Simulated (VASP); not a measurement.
# Ta (P6/mmm) in VASP: notebook, part 2 of 2

VASP 6.6.1. Earlier steps stand in the parts before.

### 3 Relaxation of cell and atoms, revPBE

This run uses another cell than the first one, of 18.06 Å³/atom, 0.956 times its volume.

INCAR reads:

```
  ALGO = Normal
  EDIFF = 1E-7
  EDIFFG = -0.01
  ENCUT = 600
  GGA = RE
  IBRION = 2
  ISIF = 3
  ISMEAR = -1
  LASPH = T
  LCHARG = F
  LREAL = F
  LWAVE = F
  NELM = 60
  NSW = 80
  PREC = Accurate
  SIGMA = 0.1
```

KPOINTS reads:

```
k-points
0
Gamma
  8 8 11
```

POSCAR reads:

```
Ta
1.0
    4.6735112553      0.0000000000      0.0000000000
   -2.3367556276      4.0473794720      0.0000000000
    0.0000000000      0.0000000000      2.8648623995
Ta
3
Direct
    0.0000000000      0.0000000000      0.0000000000
    0.3333333333      0.6666666667      0.5000000000
    0.6666666667      0.3333333333      0.5000000000
```

Potentials or basis: VASP PAW PBE potentials, release 64 (Ta_pv).

Started as:

```sh
> cat potpaw_PBE.64/Ta_pv/POTCAR > POTCAR
> mpirun -np 1 vasp_std > vasp.out
```

OUTCAR:

```text
EDIFF = 1E-7
   EDIFFG = -0.01
   ENCUT = 600
   GGA = RE
   IBRION = 2
   ISIF = 3
   ISMEAR = -1
   LASPH = T
   LREAL = F
   NELM = 60
   NSW = 80
   PREC = Accurate

 ion  position               nearest neighbor table
   1  0.000  0.000  0.000-   2 3.05   3 3.05   2 3.05   3 3.05   3 3.05   3 3.05   2 3.05   2 3.05
                             3 3.05   3 3.05   2 3.05   2 3.05
   2  0.333  0.667  0.500-   3 2.70   3 2.70   3 2.70   1 3.05   1 3.05   1 3.05   1 3.05   1 3.05
                             1 3.05
   3  0.667  0.333  0.500-   2 2.70   2 2.70   2 2.70   1 3.05   1 3.05   1 3.05   1 3.05   1 3.05
                             1 3.05

  LATTYP: Found a hexagonal cell.
 ALAT       =     4.6735112553
 C/A-ratio  =     0.6130000000

  Lattice vectors:

 A1 = (   4.6735112553,   0.0000000000,   0.0000000000)
 A2 = (  -2.3367556276,   4.0473794720,   0.0000000000)
 A3 = (   0.0000000000,   0.0000000000,   2.8648623995)

Analysis of symmetry for initial positions (statically):
=====================================================================
 Subroutine PRICEL returns:
 Original cell was already a primitive cell.

 Routine SETGRP: Setting up the symmetry group for a
 hexagonal supercell.

 Subroutine GETGRP returns: Found 24 space group operations
 (whereof 24 operations were pure point group operations)
 out of a pool of 24 trial point group operations.

The static configuration has the point symmetry D_6h.

Analysis of symmetry for dynamics (positions and initial velocities):
=====================================================================
 Subroutine PRICEL returns:
 Original cell was already a primitive cell.

 Routine SETGRP: Setting up the symmetry group for a
 hexagonal supercell.

 Subroutine GETGRP returns: Found 24 space group operations
 (whereof 24 operations were pure point group operations)
 out of a pool of 24 trial point group operations.

The dynamic configuration has the point symmetry D_6h.

 Subroutine INISYM returns: Found 24 space group operations
 (whereof 24 operations are pure point group operations),
 and found     1 'primitive' translations

----------------------------------------------------------------------------------------

                                     Primitive cell

  volume of cell :      54.1902

  direct lattice vectors                    reciprocal lattice vectors
     4.673511255  0.000000000  0.000000000     0.213971882  0.123536724  0.000000000
    -2.336755628  4.047379472  0.000000000     0.000000000  0.247073448  0.000000000
     0.000000000  0.000000000  2.864862400     0.000000000  0.000000000  0.349056904

  length of vectors
     4.673511255  4.673511255  2.864862400     0.247073448  0.247073448  0.349056904

  position of ions in fractional coordinates (direct lattice)
     0.000000000  0.000000000  0.000000000
     0.333333333  0.666666667  0.500000000
     0.666666667  0.333333333  0.500000000

  ion indices of the primitive-cell ions
   primitive index   ion index
                 1           1
                 2           2
                 3           3

----------------------------------------------------------------------------------------

 KPOINTS: k-points

Automatic generation of k-mesh.
[... 25 lines left out ...]
  0.250000 -0.000000  0.000000      6.000000
  0.375000  0.000000  0.000000      6.000000
  0.500000 -0.000000  0.000000      3.000000
  0.125000  0.125000  0.000000      6.000000
[... 16 lines left out ...]
  0.250000 -0.000000  0.181818     12.000000
  0.375000  0.000000  0.181818     12.000000
 [... further k-points ...]
   k-points           NKPTS =     60   k-points in BZ     NKDIM =     60   number of bands    NBANDS=     20
   number of dos      NEDOS =    301   number of ions     NIONS =      3
   total plane-waves  NPLWV =  38400
   dimension x,y,z NGX =    40 NGY =   40 NGZ =   24
   dimension x,y,z NGXF=    80 NGYF=   80 NGZF=   48
   ions per type =               3
   NGX,Y,Z   is equivalent  to a cutoff of  14.23, 14.23, 13.93 a.u.
   NGXF,Y,Z  is equivalent  to a cutoff of  28.46, 28.46, 27.85 a.u.
 SYSTEM =  unknown system
   PREC   = accura    normal or accurate (medium, high low for compatibility)
   ISTART =      0    job   : 0-new  1-cont  2-samecut
   ICHARG =      2    charge: 1-file 2-atom 10-const
   ISPIN  =      1    spin polarized calculation?
   LNONCOLLINEAR =      F non collinear calculations
   LSORBIT =      F    spin-orbit coupling
   LASPH  =      T    aspherical Exc in radial PAW
   ENCUT  =  600.0 eV  44.10 Ry    6.64 a.u.   9.33  9.33  5.72*2*pi/ulx,y,z
   NELM   =     60;   NELMIN=  2; NELMDL= -5     # of ELM steps
   EDIFF  = 0.1E-06   stopping-criterion for ELM
   LREAL  =      F    real-space projection
   EDIFFG = -.1E-01   stopping-criterion for IOM
   NSW    =     80    number of steps for IOM
   IBRION =      2    ionic relax: 0-MD 1-quasi-New 2-CG
   NFREE  =      1    steps in history (QN), initial steepest desc. (CG)
   ISIF   =      3    stress and relaxation
   ISYM   =      2    0-nonsym 1-usesym 2-fastsym
   POTIM  = 0.5000    time-step for ionic-motion
   TEBEG  =    0.0;   TEEND  =   0.0 temperature during run
   PSTRESS=    0.0 pullay stress
   NELECT =      33.0000    total number of electrons
   NUPDOWN=      -1.0000    fix difference up-down
   EMIN   =  10.00;   EMAX   =-10.00  energy-range for DOS
   EFERMI =   0.00;   METHOD = LEGACY
   ISMEAR =    -1;   SIGMA  =   0.10  broadening in eV -4-tet -1-fermi 0-gaus
   EFERMI_NEDOS =   21; number of points for ismear=-14 and -15
   IALGO  =     38    algorithm
   IMIX   =      4    mixing-type and parameters
     AMIX     =   0.40;   BMIX     =  1.00
     AMIX_MAG =   1.60;   BMIX_MAG =  1.00
  volume/ion in A,a.u.               =      18.06       121.90
  Fermi-wavevector in a.u.,A,eV,Ry     =   1.387626  2.622233 26.198105  1.925506
  Thomas-Fermi vector in A             =   2.511829
   LORBIT       =      0    0 simple, 1 ext, 2 COOP (PROOUT), +10 PAW based schemes
   GGA     = RE    functional components
   LHFCALC =     F    Hartree Fock is set to
   AEXX    =    0.0000 exact exchange contribution
   IVDW    =     0    specifies the selected vdW correction
   LEPSILON=     F    determine dielectric tensor
   LRPA    =     F    only Hartree local field effects (RPA)
 conjugate gradient relaxation of ions
 non-spin polarized calculation
  energy-cutoff  :      600.00
  volume of cell :       54.19
 maximum number of plane-waves:      1834
 NGX is ok and might be reduce to    40
   NGX = 19   NGY = 19   NGZ = 11

--------------------------------------- Ionic step        1  -------------------------------------------

 number of electron      32.9999998 magnetization

 Free energy of the ion-electron system (eV)
  ---------------------------------------------------
  ext. energy  EPLUGINS =         0.00000000
  ---------------------------------------------------
  free energy    TOTEN  =       -33.29315053 eV

  energy without entropy =      -33.18476827  energy(sigma->0) =      -33.23895940

------------------------ aborting loop because EDIFF is reached ----------------------------------------

  FORCE on cell =-STRESS in cart. coord.  units (eV):
  Direction    XX          YY          ZZ          XY          YZ          ZX
  --------------------------------------------------------------------------------------
  -------------------------------------------------------------------------------------
  Total        5.9015167      5.9015167     -2.5292478      0.0000000      0.0000000      0.0000000
  in kB      174.4830478    174.4830478    -74.7792286      0.0000000      0.0000000      0.0000000
  external PRESSURE =      91.3956224 kB  Pullay stress =       0.0000000 kB
[... 246 lines left out ...]
--------------------------------------- Ionic step        8  -------------------------------------------

 number of electron      32.9999999 magnetization

 Free energy of the ion-electron system (eV)
  ---------------------------------------------------
  ext. energy  EPLUGINS =         0.00000000
  ---------------------------------------------------
  free energy    TOTEN  =       -33.62179893 eV

  energy without entropy =      -33.51061368  energy(sigma->0) =      -33.56620630

 E-fermi :   5.4670     XC(G=0): -12.3187

 val. band max:        5.4631967544   @ k =   0.3750   0.1250   0.0909
 cond. band min:       5.4671257629   @ k =   0.3750   0.0000   0.0909
 fundamental gap:      0.0039290085
 Fermi energy:         5.4670495113

 k-point     1 :       0.0000    0.0000    0.0000
  band No.  band energies     occupation
      1     -28.9308      2.00000
      2     -28.9308      2.00000
      3     -28.7567      2.00000
      4     -28.7567      2.00000
      5     -28.1868      2.00000
      6     -28.1868      2.00000
[... 541 lines left out ...]
     19       6.7875      0.00000
     20       7.4091      0.00000

 [... further k-points ...]
[... 5 lines left out ...]
  --------------------------------------------------------------------------------------
  -------------------------------------------------------------------------------------
  Total        0.0004075      0.0004075     -0.0148772      0.0000000     -0.0000000     -0.0000000
  in kB        0.0115109      0.0115109     -0.4202459      0.0000000     -0.0000000     -0.0000000
  external PRESSURE =      -0.1324080 kB  Pullay stress =       0.0000000 kB
[... 18 lines left out ...]
  FREE ENERGIE OF THE ION-ELECTRON SYSTEM (eV)
  ---------------------------------------------------
  free  energy   TOTEN  =       -33.6217989311 eV

  energy  without entropy=      -33.5106136752  energy(sigma->0) =      -33.56620630

 reached required accuracy - stopping structural energy minimisation
```

OSZICAR:

```text
N       E                     dE             d eps       ncg     rms          rms(c)
DAV:   1     0.311421963555E+03    0.31142E+03   -0.20211E+04  2400   0.187E+03
DAV:   2    -0.225889225174E+02   -0.33401E+03   -0.32667E+03  2616   0.495E+02
DAV:   3    -0.342782607684E+02   -0.11689E+02   -0.11074E+02  3112   0.774E+01
DAV:   4    -0.346151757448E+02   -0.33691E+00   -0.32269E+00  3044   0.102E+01
[... 83 lines left out ...]
DAV:   5    -0.336218031234E+02   -0.77501E-05   -0.30716E-05  2916   0.517E-02    0.223E-02
DAV:   6    -0.336217990589E+02    0.40645E-05   -0.22025E-05  2964   0.432E-02    0.765E-03
DAV:   7    -0.336217987010E+02    0.35789E-06   -0.17933E-06  2892   0.115E-02    0.330E-03
DAV:   8    -0.336217989167E+02   -0.21572E-06   -0.14759E-07  1732   0.364E-03    0.372E-04
DAV:   9    -0.336217989311E+02   -0.14376E-07   -0.15988E-08  1456   0.103E-03
   8 F= -.33621799E+02 E0= -.33566206E+02  d E =-.162036E-02
```

Run time: 18 min. Hardware: 1 thread of AMD EPYC 7R13, shared host; peak memory 0.22 GiB.

What came out:

* Free energy: -33.6218 eV
* Relaxed volume: 18.91 Å³/atom
* Relaxed cell: a = 4.886 Å, b = 4.886 Å, c = 2.744 Å, α = 90.00°, β = 90.00°, γ = 120.00°
* Space group after relaxing (to 0.05 Å): P6/mmm (No. 191)
* Energy gained by relaxing: 109.5 meV/atom
* Ionic steps: 8
* Pressure after relaxing: 0.0 GPa

The path:
| step | energy change (eV) | largest force (eV/Å) | pressure (GPa) | volume (Å³) |
| --- | --- | --- | --- | --- |
| 1 | 0.0000 | 0.0000 | 9.14 | 54.19 |
| 2 | -0.0105 | 0.0000 | -13.39 | 62.32 |
| 3 | -0.2885 | 0.0000 | -4.68 | 58.23 |
| 4 | -0.2440 | 0.0000 | 5.10 | 55.43 |
| 5 | -0.3270 | 0.0000 | -1.09 | 57.08 |
| 6 | -0.3270 | 0.0000 | -1.00 | 57.05 |
| 7 | -0.3271 | 0.0000 | 0.97 | 56.40 |
| 8 | -0.3286 | 0.0000 | -0.01 | 56.72 |

Final structure:
```
Ta
1.0
     4.88566    0.00000    0.00000
    -2.44283    4.23111    0.00000
     0.00000    0.00000    2.74379
Ta
3
Direct
  0.00000 0.00000 0.00000
  0.33333 0.66667 0.50000
  0.66667 0.33333 0.50000
```

Caveat: the PAW data sets were made with another functional, which shifts forces and pressure a little; spin-orbit coupling is left out, which moves the levels of the heavy elements.
